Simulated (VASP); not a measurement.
# Ca3H (Pm-3m) in VASP: notebook, part 2 of 2

VASP 6.6.1. Earlier steps stand in the parts before.

## (4) Relaxation of cell and atoms, PBE

This run uses another cell than the first one, of 33.51 Å³/atom.

INCAR reads:

```
SYSTEM = Ca3H
ALGO     = Normal         ! electronic algorithm
EDIFF    = 1E-7           ! SCF threshold, eV
EDIFFG   = -0.01          ! ionic threshold
ENCUT    = 600            ! plane-wave cutoff, eV
GGA      = PE             ! functional
IBRION   = 2              ! ionic algorithm
ISIF     = 3              ! what is computed and relaxed
ISMEAR   = 0              ! smearing method
LASPH    = .TRUE.         ! aspherical terms in the spheres
LCHARG   = .FALSE.        ! write CHGCAR
LREAL    = .FALSE.        ! projectors in reciprocal space
LWAVE    = .FALSE.        ! write WAVECAR
NELM     = 60             ! most SCF steps
NSW      = 100            ! ionic steps
PREC     = Accurate       ! precision mode
SIGMA    = 0.1            ! smearing width, eV
```

KPOINTS reads:

```
k-points
0
G
  10 10 10
  0 0 0
```

POSCAR reads:

```
Ca3H
1.0
    5.1178939271      0.0000000000      0.0000000000
    0.0000000000      5.1178939271      0.0000000000
    0.0000000000      0.0000000000      5.1178939271
Ca H
3 1
Direct
    0.5000000000      0.5000000000      0.0000000000
    0.5000000000      0.0000000000      0.5000000000
    0.0000000000      0.5000000000      0.5000000000
    0.0000000000      0.0000000000      0.0000000000
```

Potentials or basis: VASP PAW PBE potentials, release 64 (Ca_sv, H).

Command:

```bash
cat potpaw_PBE.64/Ca_sv/POTCAR potpaw_PBE.64/H/POTCAR > POTCAR
mpirun -np 1 vasp_std > vasp.out
```

OUTCAR:

```text
SYSTEM = Ca3H
   EDIFF = 1E-7
   EDIFFG = -0.01
   ENCUT = 600
   GGA = PE
   IBRION = 2
   ISIF = 3
   ISMEAR = 0
   LASPH = .TRUE.
   LREAL = .FALSE.
   NELM = 60
   NSW = 100
   PREC = Accurate

 ion  position               nearest neighbor table
   1  0.500  0.500  0.000-
   2  0.500  0.000  0.500-
   3  0.000  0.500  0.500-
   4  0.000  0.000  0.000-

  LATTYP: Found a simple cubic cell.
 ALAT       =     5.1178939271

  Lattice vectors:

 A1 = (   5.1178939271,   0.0000000000,   0.0000000000)
 A2 = (   0.0000000000,   5.1178939271,   0.0000000000)
 A3 = (   0.0000000000,   0.0000000000,   5.1178939271)

Analysis of symmetry for initial positions (statically):
=====================================================================
 Subroutine PRICEL returns:
 Original cell was already a primitive cell.

 Routine SETGRP: Setting up the symmetry group for a
 simple cubic supercell.

 Subroutine GETGRP returns: Found 48 space group operations
 (whereof 48 operations were pure point group operations)
 out of a pool of 48 trial point group operations.

[... 174 lines left out ...]
  --------------------------------------------------------------------------------------
  -------------------------------------------------------------------------------------
  Total        0.2939720      0.2939720      0.2939720      0.0000000      0.0000000     -0.0000000
  in kB        3.5135218      3.5135218      3.5135218      0.0000000      0.0000000     -0.0000000
  external PRESSURE =       3.5135218 kB  Pullay stress =       0.0000000 kB
[... 63 lines left out ...]
--------------------------------------- Ionic step        3  -------------------------------------------

 number of electron      31.0000005 magnetization

 Free energy of the ion-electron system (eV)
  ---------------------------------------------------
  ext. energy  EPLUGINS =         0.00000000
  ---------------------------------------------------
  free energy    TOTEN  =        -7.21063287 eV

  energy without entropy =       -7.19691950  energy(sigma->0) =       -7.20377618

 E-fermi :   1.7572     XC(G=0):  -7.5972

 val. band max:        1.7526291911   @ k =   0.5000   0.4000   0.4000
 cond. band min:       1.7708076856   @ k =   0.1000   0.0000   0.0000
 fundamental gap:      0.0181784945
 Fermi energy:         1.7572486523

 k-point     1 :       0.0000    0.0000    0.0000
  band No.  band energies     occupation
      1     -40.5190      2.00000
      2     -40.4854      2.00000
      3     -40.4854      2.00000
      4     -21.5900      2.00000
      5     -21.5900      2.00000
      6     -21.5900      2.00000
[... 505 lines left out ...]
      6     -21.5520      2.00000
[... 11 lines left out ...]
     18       2.5808      0.00000
     19       2.6493      0.00000

 [... further k-points ...]

------------------------ aborting loop because EDIFF is reached ----------------------------------------

  FORCE on cell =-STRESS in cart. coord.  units (eV):
  Direction    XX          YY          ZZ          XY          YZ          ZX
  --------------------------------------------------------------------------------------
  -------------------------------------------------------------------------------------
  Total        0.0035018      0.0035018      0.0035018     -0.0000000      0.0000000      0.0000000
  in kB        0.0408658      0.0408658      0.0408658     -0.0000000      0.0000000      0.0000000
  external PRESSURE =       0.0408658 kB  Pullay stress =       0.0000000 kB
[... 19 lines left out ...]
  FREE ENERGIE OF THE ION-ELECTRON SYSTEM (eV)
  ---------------------------------------------------
  free  energy   TOTEN  =        -7.2106328677 eV

  energy  without entropy=       -7.1969194967  energy(sigma->0) =       -7.20377618

 reached required accuracy - stopping structural energy minimisation
```

CONTCAR:

```text
Ca3H
   1.00000000000000
     5.1587899736106779    0.0000000000000000   -0.0000000000000000
     0.0000000000000000    5.1587899736106779    0.0000000000000000
    -0.0000000000000000    0.0000000000000000    5.1587899736106779
  Ca              H
     3     1
Direct
     0.5000000000000000    0.5000000000000000    0.0000000000000000
     0.5000000000000000    0.0000000000000000    0.5000000000000000
     0.0000000000000000    0.5000000000000000    0.5000000000000000
     0.0000000000000000    0.0000000000000000    0.0000000000000000

  0.00000000E+00  0.00000000E+00  0.00000000E+00
  0.00000000E+00  0.00000000E+00  0.00000000E+00
  0.00000000E+00  0.00000000E+00  0.00000000E+00
  0.00000000E+00  0.00000000E+00  0.00000000E+00
```

It took 11 min on 1 thread of Intel Xeon 8259CL, shared host; peak memory 0.37 GiB.

What came out:

```yaml
Free_energy: -7.2106 eV
Relaxed_volume: 34.32 Å³/atom
Relaxed_cell: a = 5.159 Å, b = 5.159 Å, c = 5.159 Å, α = 90.00°, β = 90.00°, γ = 90.00°
Space_group_after_relaxing_to_0.1_Å: Pm-3m (No. 221)
Energy_gained_by_relaxing: 0.9 meV/atom
Ionic_steps: 3
Pressure_after_relaxing: 0.0 GPa
Band_gap_on_the_k_mesh: zero (an odd number of electrons rules out a gap without spin polarisation)
```

The path:
```tsv
step	energy change (eV)	largest force (eV/Å)	pressure (GPa)	volume (Å³)
1	0.0000	0.0000	0.35	134.05
2	-0.0024	0.0000	0.19	135.48
3	-0.0035	0.0000	0.00	137.29
```

Final structure:
```
CELL_PARAMETERS angstrom
5.15879 0.00000 0.00000
0.00000 5.15879 0.00000
0.00000 0.00000 5.15879
ATOMIC_POSITIONS crystal
Ca 0.50000 0.50000 0.00000
Ca 0.50000 0.00000 0.50000
Ca 0.00000 0.50000 0.50000
H 0.00000 0.00000 0.00000
```
